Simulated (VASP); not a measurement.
# Pt (I4/mmm) in VASP: further runs

The runs below take Pt through single point, with PBEsol.

All numbers are computed with VASP 6.6.1; they aren't measurements. Logs are shortened: lines on timing, memory, paths and dates and some standing lists are left out, and cuts for length are marked.

### 1 The cell of the first run

The structure is tetragonal, space group I4/mmm (No. 139). Conventional cell: a = 2.630 Å, b = 2.630 Å, c = 3.818 Å, α = 90.00°, β = 90.00°, γ = 90.00°. Pt (site symmetry 4/mmm) has 12 Pt at 2.63 to 2.67 Å within 3.5 Å.

### 2 Single point, PBEsol (strain -0.050 along x and y, -0.025 along z)

Contents of INCAR:

```
SYSTEM = Pt
PREC = Accurate ; ENCUT = 520
EDIFF = 1E-7 ; ISMEAR = 0
SIGMA = 0.15 ; LREAL = .False.
LASPH = .True. ; NELM = 60
ALGO = Normal ; ISIF = 2
LWAVE = .False. ; LCHARG = .False.
GGA = PS ; NBANDS = 11
```

Contents of KPOINTS:

```
regular mesh
0
Gamma
  20 20 20
  0 0 0
```

Contents of POSCAR:

```
Pt
1.0
    0.0000000000      1.8600050000      1.9089525000
    1.8600050000      0.0000000000      1.9089525000
    1.8600050000      1.8600050000      0.0000000000
Pt
1
Direct
    0.0000000000      0.0000000000      0.0000000000
```

Potentials or basis: VASP PAW PBE potentials, release 64 (Pt).

Command:

```console
> cat potpaw_PBE.64/Pt/POTCAR > POTCAR
> mpirun -np 1 vasp_std > vasp.out
```

OUTCAR:

```text
SYSTEM = Pt
   PREC = Accurate
   ENCUT = 520
   EDIFF = 1E-7
   ISMEAR = 0
   LREAL = .False.
   LASPH = .True.
   NELM = 60
   ISIF = 2
   GGA = PS

 ion  position               nearest neighbor table
   1  0.000  0.000  0.000-

  LATTYP: Found a body centered tetragonal cell.
 ALAT       =     2.6304442971
 C/A-ratio  =     1.4514297088

  Lattice vectors:

 A1 = (  -1.8600050000,   0.0000000000,   1.9089525000)
 A2 = (   1.8600050000,   0.0000000000,   1.9089525000)
 A3 = (   0.0000000000,   1.8600050000,  -1.9089525000)

Analysis of symmetry for initial positions (statically):
=====================================================================
 Subroutine PRICEL returns:
 Original cell was already a primitive cell.

 Routine SETGRP: Setting up the symmetry group for a
 body centered tetragonal supercell.

 Subroutine GETGRP returns: Found 16 space group operations
 (whereof 16 operations were pure point group operations)
 out of a pool of 16 trial point group operations.

The static configuration has the point symmetry D_4h.

Analysis of symmetry for dynamics (positions and initial velocities):
=====================================================================
 Subroutine PRICEL returns:
 Original cell was already a primitive cell.

 Routine SETGRP: Setting up the symmetry group for a
 body centered tetragonal supercell.

 Subroutine GETGRP returns: Found 16 space group operations
 (whereof 16 operations were pure point group operations)
 out of a pool of 16 trial point group operations.

The dynamic configuration has the point symmetry D_4h.

 Subroutine INISYM returns: Found 16 space group operations
 (whereof 16 operations are pure point group operations),
 and found     1 'primitive' translations

----------------------------------------------------------------------------------------

                                     Primitive cell

  volume of cell :      13.2085

  direct lattice vectors                    reciprocal lattice vectors
     0.000000000  1.860005000  1.908952500    -0.268816482  0.268816482  0.261923751
     1.860005000  0.000000000  1.908952500     0.268816482 -0.268816482  0.261923751
     1.860005000  1.860005000  0.000000000     0.268816482  0.268816482 -0.261923751

  length of vectors
     2.665280144  2.665280144  2.630444297     0.461658589  0.461658589  0.461658589

  position of ions in fractional coordinates (direct lattice)
     0.000000000  0.000000000  0.000000000

  ion indices of the primitive-cell ions
   primitive index   ion index
                 1           1

----------------------------------------------------------------------------------------

 KPOINTS: regular mesh

Automatic generation of k-mesh.
 Grid dimensions read from file:
 generate k-points for:   20   20   20

 Generating k-lattice:

  Cartesian coordinates                     Fractional coordinates (reciprocal lattice)
    -0.013440824  0.013440824  0.013096188     0.050000000  0.000000000  0.000000000
     0.013440824 -0.013440824  0.013096188     0.000000000  0.050000000  0.000000000
     0.013440824  0.013440824 -0.013096188    -0.000000000 -0.000000000  0.050000000

  Length of vectors
     0.023082929  0.023082929  0.023082929

  Shift w.r.t. Gamma in fractional coordinates (k-lattice)
     0.000000000  0.000000000  0.000000000

 Subroutine IBZKPT returns following result:
 ===========================================

 Found    641 irreducible k-points:

 Following reciprocal coordinates:
            Coordinates               Weight
  0.000000  0.000000  0.000000      1.000000
  0.050000  0.000000  0.000000      8.000000
  0.100000  0.000000  0.000000      8.000000
  0.150000  0.000000  0.000000      8.000000
  0.200000  0.000000  0.000000      8.000000
  0.250000  0.000000  0.000000      8.000000
[... 16 lines left out ...]
 -0.400000  0.050000  0.000000      8.000000
 -0.350000  0.050000  0.000000      8.000000
 [... further k-points ...]
   k-points           NKPTS =    641   k-points in BZ     NKDIM =    641   number of bands    NBANDS=     11
   number of dos      NEDOS =    301   number of ions     NIONS =      1
   total plane-waves  NPLWV =   8000
   dimension x,y,z NGX =    20 NGY =   20 NGZ =   20
   dimension x,y,z NGXF=    40 NGYF=   40 NGZF=   40
   ions per type =               1
   NGX,Y,Z   is equivalent  to a cutoff of  12.47, 12.47, 12.64 a.u.
   NGXF,Y,Z  is equivalent  to a cutoff of  24.95, 24.95, 25.28 a.u.
 SYSTEM =  Pt
   PREC   = accura    normal or accurate (medium, high low for compatibility)
   ISTART =      0    job   : 0-new  1-cont  2-samecut
   ICHARG =      2    charge: 1-file 2-atom 10-const
   ISPIN  =      1    spin polarized calculation?
   LNONCOLLINEAR =      F non collinear calculations
   LSORBIT =      F    spin-orbit coupling
   LASPH  =      T    aspherical Exc in radial PAW
   ENCUT  =  520.0 eV  38.22 Ry    6.18 a.u.   4.96  4.96  4.89*2*pi/ulx,y,z
   NELM   =     60;   NELMIN=  2; NELMDL= -5     # of ELM steps
   EDIFF  = 0.1E-06   stopping-criterion for ELM
   LREAL  =      F    real-space projection
   EDIFFG = 0.1E-05   stopping-criterion for IOM
   NSW    =      0    number of steps for IOM
   IBRION =     -1    ionic relax: 0-MD 1-quasi-New 2-CG
   NFREE  =      0    steps in history (QN), initial steepest desc. (CG)
   ISIF   =      2    stress and relaxation
   ISYM   =      2    0-nonsym 1-usesym 2-fastsym
   POTIM  = 0.5000    time-step for ionic-motion
   TEBEG  =    0.0;   TEEND  =   0.0 temperature during run
   PSTRESS=    0.0 pullay stress
   NELECT =      10.0000    total number of electrons
   NUPDOWN=      -1.0000    fix difference up-down
   EMIN   =  10.00;   EMAX   =-10.00  energy-range for DOS
   EFERMI =   0.00;   METHOD = LEGACY
   ISMEAR =     0;   SIGMA  =   0.15  broadening in eV -4-tet -1-fermi 0-gaus
   EFERMI_NEDOS =   21; number of points for ismear=-14 and -15
   IALGO  =     38    algorithm
   IMIX   =      4    mixing-type and parameters
     AMIX     =   0.40;   BMIX     =  1.00
     AMIX_MAG =   1.60;   BMIX_MAG =  1.00
  volume/ion in A,a.u.               =      13.21        89.14
  Fermi-wavevector in a.u.,A,eV,Ry     =   1.492074  2.819611 30.290447  2.226285
  Thomas-Fermi vector in A             =   2.604648
   LORBIT       =      0    0 simple, 1 ext, 2 COOP (PROOUT), +10 PAW based schemes
   GGA     = PS    functional components
   LHFCALC =     F    Hartree Fock is set to
   AEXX    =    0.0000 exact exchange contribution
   IVDW    =     0    specifies the selected vdW correction
   LEPSILON=     F    determine dielectric tensor
   LRPA    =     F    only Hartree local field effects (RPA)
 non-spin polarized calculation
 Gauss-broadening in eV      SIGMA  =   0.15
  energy-cutoff  :      520.00
  volume of cell :       13.21
 maximum number of plane-waves:       366
   NGX =  9   NGY =  9   NGZ =  9

 number of electron      10.0000002 magnetization

 Free energy of the ion-electron system (eV)
  ---------------------------------------------------
  ext. energy  EPLUGINS =         0.00000000
  ---------------------------------------------------
  free energy    TOTEN  =        -6.71043238 eV

  energy without entropy =       -6.69473598  energy(sigma->0) =       -6.70258418

 E-fermi :  13.8644     XC(G=0): -14.4223

 val. band max:       13.8583826429   @ k =   0.5000   0.0500   0.1500
 cond. band min:      13.8662340922   @ k =  -0.4500  -0.0000   0.2500
 fundamental gap:      0.0078514492
 Fermi energy:        13.8644398805

 k-point     1 :       0.0000    0.0000    0.0000
  band No.  band energies     occupation
      1       1.9626      2.00000
      2       8.8956      2.00000
      3       9.2654      2.00000
      4       9.2654      2.00000
      5      11.6084      2.00000
      6      12.0657      2.00000
      7      27.9900      0.00000
      8      33.1571      0.00000
      9      33.9935      0.00000
     10      33.9935      0.00000
     11      39.5319      0.00000

 k-point     2 :       0.0500    0.0000    0.0000
  band No.  band energies     occupation
      1       2.0784      2.00000
      2       8.9068      2.00000
      3       9.2438      2.00000
      4       9.3147      2.00000
      5      11.5819      2.00000
      6      12.0289      2.00000
      7      28.1884      0.00000
      8      32.9650      0.00000
      9      33.7975      0.00000
     10      34.1884      0.00000
     11      40.2294      0.00000

 k-point     3 :       0.1000    0.0000    0.0000
  band No.  band energies     occupation
      1       2.4161      2.00000
      2       8.8593      2.00000
      3       9.2650      2.00000
      4       9.4493      2.00000
      5      11.5249      2.00000
      6      11.9382      2.00000
      7      28.7443      0.00000
      8      31.8855      0.00000
      9      34.1951      0.00000
     10      34.7600      0.00000
     11      41.6046      0.00000

 k-point     4 :       0.1500    0.0000    0.0000
  band No.  band energies     occupation
      1       2.9429      2.00000
      2       8.7116      2.00000
      3       9.3774      2.00000
      4       9.6238      2.00000
      5      11.5061      2.00000
      6      11.8544      2.00000
      7      29.5030      0.00000
      8      30.5474      0.00000
      9      35.0611      0.00000
     10      35.6700      0.00000
     11      41.2112      0.00000
[... 239 lines left out ...]
 k-point    22 :      -0.4500    0.0500    0.0000
  band No.  band energies     occupation
      1       5.0591      2.00000
      2       8.8110      2.00000
      3       9.3098      2.00000
      4      12.0049      2.00000
      5      13.6980      1.88347
      6      14.6559      0.00000
      7      20.9975      0.00000
      8      27.8079      0.00000
      9      33.1774      0.00000
     10      34.1418      0.00000
     11      43.5168      0.00000

 k-point    23 :      -0.4000    0.0500    0.0000
  band No.  band energies     occupation
      1       5.0741      2.00000
      2       8.9033      2.00000
      3       9.3740      2.00000
      4      11.2501      2.00000
      5      13.3386      2.00000
      6      14.2834      0.00008
      7      22.2230      0.00000
      8      28.1491      0.00000
      9      33.5722      0.00000
     10      35.0334      0.00000
     11      42.0077      0.00000

 k-point    24 :      -0.3500    0.0500    0.0000
  band No.  band energies     occupation
      1       5.0551      2.00000
      2       9.0408      2.00000
      3       9.4974      2.00000
      4      10.2186      2.00000
      5      12.8474      2.00000
      6      13.7402      1.75840
      7      23.9051      0.00000
      8      28.7958      0.00000
      9      34.4578      0.00000
     10      36.3976      0.00000
     11      40.1654      0.00000

 [... further k-points ...]

------------------------ aborting loop because EDIFF is reached ----------------------------------------

  FORCE on cell =-STRESS in cart. coord.  units (eV):
  Direction    XX          YY          ZZ          XY          YZ          ZX
  --------------------------------------------------------------------------------------
  -------------------------------------------------------------------------------------
  Total        4.4711667      4.4711667      4.0524836      0.0000000      0.0000000     -0.0000000
  in kB      542.3480779    542.3480779    491.5622311      0.0000000      0.0000000     -0.0000000
  external PRESSURE =     525.4194623 kB  Pullay stress =       0.0000000 kB

 VOLUME and BASIS-vectors are now :
 -----------------------------------------------------------------------------
  energy-cutoff  :      520.00
  volume of cell :       13.21
      direct lattice vectors                 reciprocal lattice vectors
     0.000000000  1.860005000  1.908952500    -0.268816482  0.268816482  0.261923751
     1.860005000  0.000000000  1.908952500     0.268816482 -0.268816482  0.261923751
     1.860005000  1.860005000  0.000000000     0.268816482  0.268816482 -0.261923751

 POSITION                                       TOTAL-FORCE (eV/Angst)
 -----------------------------------------------------------------------------------
      0.00000      0.00000      0.00000         0.000000     -0.000000      0.000000
 -----------------------------------------------------------------------------------
    total drift:                                0.000000      0.000000      0.000000

  FREE ENERGIE OF THE ION-ELECTRON SYSTEM (eV)
  ---------------------------------------------------
  free  energy   TOTEN  =        -6.7104323809 eV

  energy  without entropy=       -6.6947359767  energy(sigma->0) =       -6.70258418
```

Run time: 1.7 min. Hardware: 1 thread of Intel Xeon 8259CL, shared host; peak memory 0.21 GiB.

What came out:

| Property | Result |
| --- | --- |
| Free energy | -6.7104 eV |
| Pressure | 52.5 GPa |
| Band gap on the k mesh | zero (bands 5 and 6 overlap by 2.99 eV) |

Stress tensor (GPa, compression positive):
```
54.23  0.00  0.00
 0.00 54.23  0.00
 0.00  0.00 49.16
```

Caveat: the cell differs from its parent crystal (strain -0.050 along x and y, -0.025 along z); the cell stands under pressure; the PAW data sets were made with another functional, which shifts forces and pressure a little; spin-orbit coupling is left out, which moves the levels of the heavy elements.

### 3 Single point, PBEsol (strain -0.025 along x and y, -0.050 along z)

Contents of INCAR:

```
ALGO = Normal ; EDIFF = 1E-6
ENCUT = 520 ; GGA = PS
ISIF = 2 ; ISMEAR = 0
LASPH = T ; LCHARG = F
LREAL = F ; LWAVE = F
NBANDS = 11 ; NELM = 60
PREC = Accurate ; SIGMA = 0.15
```

Contents of KPOINTS:

```
k-points
0
Gamma
  20 20 20
```

Contents of POSCAR:

```
Pt
1.0
    0.0000000000      1.9089525000      1.8600050000
    1.9089525000      0.0000000000      1.8600050000
    1.9089525000      1.9089525000      0.0000000000
Pt
1
Direct
    0.0000000000      0.0000000000      0.0000000000
```

Potentials or basis: VASP PAW PBE potentials, release 64 (Pt).

Command:

```console
> cat potpaw_PBE.64/Pt/POTCAR > POTCAR
> mpirun -np 1 vasp_std > vasp.out
```

Run time: 83 s. Hardware: 1 thread of Intel Xeon 8259CL, shared host; peak memory 0.21 GiB.

The run converged. Its results:

```
Free energy            : -6.8103 eV
Pressure               : 39.1 GPa
Band gap on the k mesh : zero (bands 5 and 6 overlap by 2.79 eV)
```

Stress tensor (GPa, compression positive):
```
37.92  0.00  0.00
 0.00 37.92  0.00
 0.00  0.00 41.56
```

Levels at points of the mesh, in eV from the Fermi level:
```
           k point  band 2  band 3  band 4  band 5  band 6  band 7  band 8  band 9
(0.00, 0.00, 0.00)   -4.64   -4.64   -4.30   -2.15   -1.73   14.24   19.54   19.54
(0.50, 0.00, 0.00)   -4.80   -4.44   -1.01   -0.03    0.16    6.68   13.81   19.40
(0.50, 0.50, 0.00)   -7.88    0.02    0.62    0.62    1.87   10.56   11.33   11.33
(0.50, 0.00, 0.50)   -7.87    0.04    0.45    0.75    1.32    9.82   11.68   11.96
```

Caveat: the cell differs from its parent crystal (strain -0.025 along x and y, -0.050 along z); the cell stands under pressure; the PAW data sets were made with another functional, which shifts forces and pressure a little; spin-orbit coupling is left out, which moves the levels of the heavy elements.

(Part 1 of 2 ends here.)
